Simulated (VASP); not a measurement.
Wanted: the native input for a VASP 6.6.1 run.

| Quantity | Value |
| --- | --- |
| Task | single point |
| Functional | PBE |
| Potentials or basis | VASP PAW PBE potentials, release 64 (Ti_sv, H) |
| Cutoff | 520 eV |
| k mesh | 6 × 6 × 1 |
| Occupations | gaussian, width 0.1 eV |
| Spin | no spin polarisation |
| Dipole correction | yes |
| Further INCAR settings | ALGO = Normal; EDIFF = 1e-06; NBANDS = 47 |

The structure of Ti3H lies in POSCAR:

```
Ti3H
1.0
    4.6037402164      0.0000000000      0.0000000000
   -2.3018701082      3.9869559799      0.0000000000
    0.0000000000      0.0000000000     22.4968206792
Ti H
6 2
Direct
    0.6666666667      0.3333333333      0.1778029019
    0.3333333333      0.6666666667      0.2195747837
    0.0000000000      0.0000000000      0.2613466656
    0.6666666667      0.3333333333      0.2980472718
    0.3333333333      0.6666666667      0.3304570052
    0.0000000000      0.0000000000      0.3776898434
    0.4185444916      1.0000000000      0.5377124551
    0.5814555084      1.0000000000      0.5377124551
```

One way to write it, as run:

INCAR

```
SYSTEM = Ti3H
PREC     = Accurate       ! precision mode
ENCUT    = 520            ! plane-wave cutoff, eV
EDIFF    = 1E-6           ! SCF threshold, eV
ISMEAR   = 0              ! smearing method
SIGMA    = 0.1            ! smearing width, eV
LREAL    = .False.        ! projectors in reciprocal space
LASPH    = .True.         ! aspherical terms in the spheres
NELM     = 60             ! most SCF steps
ALGO     = Normal         ! electronic algorithm
ISIF     = 2              ! what is computed and relaxed
LWAVE    = .False.        ! write WAVECAR
LCHARG   = .False.        ! write CHGCAR
LDIPOL   = .True.       
IDIPOL   = 3            
DIPOL    = 0.5 0.5 0.343
GGA      = PE             ! functional
NBANDS   = 47             ! bands
```

KPOINTS

```
Automatic mesh
0
Gamma
  6 6 1
  0 0 0
```

Potentials or basis: VASP PAW PBE potentials, release 64 (Ti_sv, H).

Launch:

```sh
$ cat potpaw_PBE.64/Ti_sv/POTCAR potpaw_PBE.64/H/POTCAR > POTCAR
$ mpirun -np 1 vasp_std > vasp.out
```

It gave:

- Largest force: 0.583 eV/Å
- Band gap on the k mesh: zero (band 37 reaches -0.17 eV, above the bottom of band 38 at -0.42 eV)

It took 5.6 min on 1 thread of Intel(R) Xeon(R) 6975P-C (Granite Rapids) (shared host), peak memory 0.56 GiB.
